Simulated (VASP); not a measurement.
# C7O in VASP: single point with PBE+D3(BJ)

Aim: the single point of C7O with PBE+D3(BJ).

Everything below comes from runs of VASP 6.6.1. Logs are shortened: lines on timing, memory, paths and dates and some standing lists are left out, and cuts for length are marked.

**1. The cell of the first run**

The cell holds a slab with vacuum, 8 atoms: a = 2.465 Å, b = 2.465 Å, c = 26.849 Å, α = 90.00°, β = 90.00°, γ = 120.00°.

**2. Single point, PBE+D3(BJ)**

Contents of INCAR:

```
PREC = Accurate ; ENCUT = 1000
EDIFF = 1E-6 ; ISMEAR = 0
SIGMA = 0.05 ; LREAL = False
LASPH = True ; NELM = 120
ALGO = Normal ; ISIF = 2
LWAVE = False ; LCHARG = False
LDIPOL = True ; IDIPOL = 3
DIPOL = 0.5 0.5 0.508 ; GGA = PE
IVDW = 12 ; NBANDS = 27
GGA_COMPAT = False ; NELMDL = -8
```

Contents of KPOINTS:

```
regular mesh
0
Gamma
  12 12 1
```

Contents of POSCAR:

```
C7O
1.0
    2.4650495083      0.0000000000      0.0000000000
   -1.2325247541      2.1347954958      0.0000000000
    0.0000000000      0.0000000000     26.8487123425
C O
7 1
Direct
    0.6666666667      0.3333333333      0.3165887396
    0.3333333333      0.6666666667      0.3166487054
    0.3333333333      0.6666666667      0.4420195207
    0.0000000000      0.0000000000      0.4420732923
    0.0000000000      0.0000000000      0.5674361562
    0.6666666667      0.3333333333      0.5674680403
    0.3333333333      0.6666666667      0.6853138388
    0.3333333333      0.6666666667      0.7275447534
```

Potentials or basis: VASP PAW PBE potentials, release 64 (C_h, O_h).

Launch:

```bash
> cat potpaw_PBE.64/C_h/POTCAR potpaw_PBE.64/O_h/POTCAR > POTCAR
> mpirun -np 1 vasp_std > vasp.out
```

OUTCAR:

```text
PREC = Accurate
   ENCUT = 1000
   EDIFF = 1E-6
   ISMEAR = 0
   LREAL = False
   LASPH = True
   NELM = 120
   ISIF = 2
   GGA = PE
   IVDW = 12
   NELMDL = -8
 IVDW          = 12

 ion  position               nearest neighbor table
   1  0.667  0.333  0.317-   2 1.42   2 1.42   2 1.42
   2  0.333  0.667  0.317-   1 1.42   1 1.42   1 1.42
   3  0.333  0.667  0.442-   4 1.42   4 1.42   4 1.42
   4  0.000  0.000  0.442-   3 1.42   3 1.42   3 1.42
   5  0.000  0.000  0.567-   6 1.42   6 1.42   6 1.42
   6  0.667  0.333  0.567-   5 1.42   5 1.42   5 1.42
   7  0.333  0.667  0.685-   8 1.13
   8  0.333  0.667  0.728-   7 1.13

  LATTYP: Found a hexagonal cell.
 ALAT       =     2.4650495083
 C/A-ratio  =    10.8917537973

  Lattice vectors:

 A1 = (   2.4650495083,   0.0000000000,   0.0000000000)
 A2 = (  -1.2325247541,   2.1347954958,   0.0000000000)
 A3 = (   0.0000000000,   0.0000000000,  26.8487123425)

Analysis of symmetry for initial positions (statically):
=====================================================================
 Subroutine PRICEL returns:
 Original cell was already a primitive cell.

 Routine SETGRP: Setting up the symmetry group for a
 hexagonal supercell.

 Subroutine GETGRP returns: Found  6 space group operations
 (whereof  6 operations were pure point group operations)
 out of a pool of 24 trial point group operations.

The static configuration has the point symmetry C_3v.

Analysis of symmetry for dynamics (positions and initial velocities):
=====================================================================
 Subroutine PRICEL returns:
 Original cell was already a primitive cell.

 Routine SETGRP: Setting up the symmetry group for a
 hexagonal supercell.

 Subroutine GETGRP returns: Found  6 space group operations
 (whereof  6 operations were pure point group operations)
 out of a pool of 24 trial point group operations.

The dynamic configuration has the point symmetry C_3v.

 Subroutine INISYM returns: Found  6 space group operations
 (whereof  6 operations are pure point group operations),
 and found     1 'primitive' translations

----------------------------------------------------------------------------------------

                                     Primitive cell

  volume of cell :     141.2880

  direct lattice vectors                    reciprocal lattice vectors
     2.465049508  0.000000000  0.000000000     0.405671365  0.234214472  0.000000000
    -1.232524754  2.134795496  0.000000000     0.000000000  0.468428944  0.000000000
     0.000000000  0.000000000 26.848712343     0.000000000  0.000000000  0.037245734

  length of vectors
     2.465049508  2.465049508 26.848712343     0.468428944  0.468428944  0.037245734

  position of ions in fractional coordinates (direct lattice)
     0.666666667  0.333333333  0.316588740
     0.333333333  0.666666667  0.316648705
     0.333333333  0.666666667  0.442019521
     0.000000000  0.000000000  0.442073292
     0.000000000  0.000000000  0.567436156
     0.666666667  0.333333333  0.567468040
     0.333333333  0.666666667  0.685313839
     0.333333333  0.666666667  0.727544753

  ion indices of the primitive-cell ions
   primitive index   ion index
                 1           1
                 2           2
                 3           3
                 4           4
                 5           5
                 6           6
                 7           7
                 8           8

----------------------------------------------------------------------------------------

 KPOINTS: regular mesh

Automatic generation of k-mesh.
 Grid dimensions read from file:
 generate k-points for:   12   12    1

 Generating k-lattice:

  Cartesian coordinates                     Fractional coordinates (reciprocal lattice)
     0.033805947  0.019517873  0.000000000     0.083333333  0.000000000  0.000000000
     0.000000000  0.039035745  0.000000000     0.000000000  0.083333333  0.000000000
     0.000000000  0.000000000  0.037245734     0.000000000  0.000000000  1.000000000

  Length of vectors
     0.039035745  0.039035745  0.037245734

  Shift w.r.t. Gamma in fractional coordinates (k-lattice)
     0.000000000  0.000000000  0.000000000

 Subroutine IBZKPT returns following result:
 ===========================================

 Found     19 irreducible k-points:

 Following reciprocal coordinates:
            Coordinates               Weight
  0.000000  0.000000  0.000000      1.000000
  0.083333  0.000000  0.000000      6.000000
  0.166667  0.000000  0.000000      6.000000
  0.250000  0.000000  0.000000      6.000000
  0.333333  0.000000  0.000000      6.000000
  0.416667  0.000000  0.000000      6.000000
[... 11 lines left out ...]
  0.333333  0.250000  0.000000     12.000000
  0.333333  0.333333  0.000000      2.000000
   k-points           NKPTS =     19   k-points in BZ     NKDIM =     19   number of bands    NBANDS=     27
   number of dos      NEDOS =    301   number of ions     NIONS =      8
   total plane-waves  NPLWV = 219520
   dimension x,y,z NGX =    28 NGY =   28 NGZ =  280
   dimension x,y,z NGXF=    56 NGYF=   56 NGZF=  560
   ions per type =               7   1
   NGX,Y,Z   is equivalent  to a cutoff of  18.88, 18.88, 17.34 a.u.
   NGXF,Y,Z  is equivalent  to a cutoff of  37.77, 37.77, 34.67 a.u.
 SYSTEM =  unknown system
   PREC   = accura    normal or accurate (medium, high low for compatibility)
   ISTART =      0    job   : 0-new  1-cont  2-samecut
   ICHARG =      2    charge: 1-file 2-atom 10-const
   ISPIN  =      1    spin polarized calculation?
   LNONCOLLINEAR =      F non collinear calculations
   LSORBIT =      F    spin-orbit coupling
   LASPH  =      T    aspherical Exc in radial PAW
   ENCUT  = 1000.0 eV  73.50 Ry    8.57 a.u.   6.36  6.36 69.23*2*pi/ulx,y,z
   NELM   =    120;   NELMIN=  2; NELMDL= -8     # of ELM steps
   EDIFF  = 0.1E-05   stopping-criterion for ELM
   LREAL  =      F    real-space projection
   EDIFFG = 0.1E-04   stopping-criterion for IOM
   NSW    =      0    number of steps for IOM
   IBRION =     -1    ionic relax: 0-MD 1-quasi-New 2-CG
   NFREE  =      0    steps in history (QN), initial steepest desc. (CG)
   ISIF   =      2    stress and relaxation
   ISYM   =      2    0-nonsym 1-usesym 2-fastsym
   POTIM  = 0.5000    time-step for ionic-motion
   TEBEG  =    0.0;   TEEND  =   0.0 temperature during run
   PSTRESS=    0.0 pullay stress
   NELECT =      34.0000    total number of electrons
   NUPDOWN=      -1.0000    fix difference up-down
   EMIN   =  10.00;   EMAX   =-10.00  energy-range for DOS
   EFERMI =   0.00;   METHOD = LEGACY
   ISMEAR =     0;   SIGMA  =   0.05  broadening in eV -4-tet -1-fermi 0-gaus
   EFERMI_NEDOS =   21; number of points for ismear=-14 and -15
   IALGO  =     38    algorithm
   IMIX   =      4    mixing-type and parameters
     AMIX     =   0.40;   BMIX     =  1.00
     AMIX_MAG =   1.60;   BMIX_MAG =  1.00
  volume/ion in A,a.u.               =      17.66       119.18
  Fermi-wavevector in a.u.,A,eV,Ry     =   1.018277  1.924265 14.107723  1.036888
  Thomas-Fermi vector in A             =   2.151726
   LORBIT       =      0    0 simple, 1 ext, 2 COOP (PROOUT), +10 PAW based schemes
   GGA     = PE    functional components
   LHFCALC =     F    Hartree Fock is set to
   AEXX    =    0.0000 exact exchange contribution
   IVDW    =    12    specifies the selected vdW correction
   LEPSILON=     F    determine dielectric tensor
   LRPA    =     F    only Hartree local field effects (RPA)
 non-spin polarized calculation
 Gauss-broadening in eV      SIGMA  =   0.05
  energy-cutoff  :     1000.00
  volume of cell :      141.29
 maximum number of plane-waves:     10213
 NGX is ok and might be reduce to    28
   NGX = 13   NGY = 13   NGZ =139

 dipolmoment           0.000000      0.000000     -0.012865 electrons x Angstroem

 number of electron      34.0000001 magnetization

 dipolmoment           0.000000      0.000000      0.043524 electrons x Angstroem

 Free energy of the ion-electron system (eV)
  ---------------------------------------------------
  ext. energy  EPLUGINS =         0.00000000
  ---------------------------------------------------
  free energy    TOTEN  =       -69.01931155 eV

  energy without entropy =      -69.01823381  energy(sigma->0) =      -69.01877268

 E-fermi :   0.0089     XC(G=0):  -5.6793

 val. band max:       -0.0003093441   @ k =   0.5000   0.0000   0.0000
 cond. band min:       0.0350566865   @ k =   0.3333   0.3333   0.0000
 fundamental gap:      0.0353660305
 Fermi energy:         0.0088892989

 k-point     1 :       0.0000    0.0000    0.0000
  band No.  band energies     occupation
      1     -25.0914      2.00000
      2     -19.5141      2.00000
      3     -19.3101      2.00000
      4     -19.0460      2.00000
      5     -10.5484      2.00000
      6      -8.0792      2.00000
[... 19 lines left out ...]
     26       8.3697      0.00000
     27       8.3834      0.00000

 k-point     2 :       0.0833    0.0000    0.0000
  band No.  band energies     occupation
      1     -25.0057      2.00000
      2     -19.3495      2.00000
      3     -19.1461      2.00000
      4     -18.8823      2.00000
      5     -10.4235      2.00000
      6      -7.8820      2.00000
[... 19 lines left out ...]
     26       8.4365      0.00000
     27       8.5818      0.00000

 k-point     3 :       0.1667    0.0000    0.0000
  band No.  band energies     occupation
      1     -24.7635      2.00000
      2     -18.8573      2.00000
      3     -18.6557      2.00000
      4     -18.3930      2.00000
      5     -10.0656      2.00000
      6      -7.3130      2.00000
[... 444 lines left out ...]
      1     -23.4627      2.00000
      2     -13.7881      2.00000
      3     -13.6046      2.00000
      4     -13.3528      2.00000
      5     -11.9198      2.00000
      6     -11.7431      2.00000
[... 19 lines left out ...]
     26      11.8567      0.00000
     27      12.1671      0.00000

 k-point    19 :       0.3333    0.3333    0.0000
  band No.  band energies     occupation
      1     -23.4057      2.00000
      2     -12.5703      2.00000
      3     -12.5601      2.00000
      4     -12.3971      2.00000
      5     -12.3786      2.00000
      6     -12.1438      2.00000
[... 19 lines left out ...]
     26      12.9216      0.00000
     27      12.9659      0.00000

------------------------ aborting loop because EDIFF is reached ----------------------------------------

 vacuum level on the upper side and lower side of the slab       (xc-potential included)         0.576        -0.871

 Edisp (eV)   -1.08874

 E8    (eV) :    -0.3133

  FORCE on cell =-STRESS in cart. coord.  units (eV):
  Direction    XX          YY          ZZ          XY          YZ          ZX
  --------------------------------------------------------------------------------------
  -------------------------------------------------------------------------------------
  Total       4.85388     4.85388     0.02758     0.00000     0.00000     0.00000
  in kB      55.04205    55.04205     0.31278     0.00000     0.00000     0.00000
  external pressure =       36.80 kB  Pullay stress =        0.00 kB

 VOLUME and BASIS-vectors are now :
 -----------------------------------------------------------------------------
  energy-cutoff  :     1000.00
  volume of cell :      141.29
      direct lattice vectors                 reciprocal lattice vectors
     2.465049508  0.000000000  0.000000000     0.405671365  0.234214472  0.000000000
    -1.232524754  2.134795496  0.000000000     0.000000000  0.468428944  0.000000000
     0.000000000  0.000000000 26.848712343     0.000000000  0.000000000  0.037245734

 POSITION                                       TOTAL-FORCE (eV/Angst)
 -----------------------------------------------------------------------------------
      1.23252      0.71160      8.50000        -0.000000      0.000000      0.011723
     -0.00000      1.42320      8.50161        -0.000000      0.000000     -0.013143
     -0.00000      1.42320     11.86765         0.000000     -0.000000     -0.000853
      0.00000      0.00000     11.86910        -0.000000      0.000000      0.000136
      0.00000      0.00000     15.23493        -0.000000      0.000000      0.006879
      1.23252      0.71160     15.23579         0.000000      0.000000     -0.002664
     -0.00000      1.42320     18.39979         0.000000     -0.000000     -0.060036
     -0.00000      1.42320     19.53364        -0.000000      0.000000      0.057958
 -----------------------------------------------------------------------------------
    total drift:                                0.000000      0.000000      0.000255

  FREE ENERGIE OF THE ION-ELECTRON SYSTEM (eV)
  ---------------------------------------------------
  free  energy   TOTEN  =       -70.1080521186 eV

  energy  without entropy=      -70.1069743779  energy(sigma->0) =      -70.10751325

 vacuum level on the upper side and lower side of the slab         5.723         4.284
```

Run time: 7.7 min. Hardware: 1 thread of Intel Xeon Platinum 8259CL at 2.50GHz (Skylake/Cascade Lake), shared host; peak memory 0.58 GiB.

What came out:

```yaml
Free_energy: -70.1081 eV
Largest_force: 0.060 eV/Å
Band_gap_on_the_k_mesh: zero (bands 17 and 18 overlap by 0.04 eV)
Dispersion_energy_per_atom: -0.136 eV
```

Forces on the atoms (eV/Å):
```
C    0.000  0.000  0.012
C    0.000  0.000 -0.013
C    0.000  0.000 -0.001
C    0.000  0.000  0.000
C    0.000  0.000  0.007
C    0.000  0.000 -0.003
C    0.000  0.000 -0.060
O    0.000  0.000  0.058
```

The gap in the log of VASP goes by the Fermi energy; the results here count the filled bands.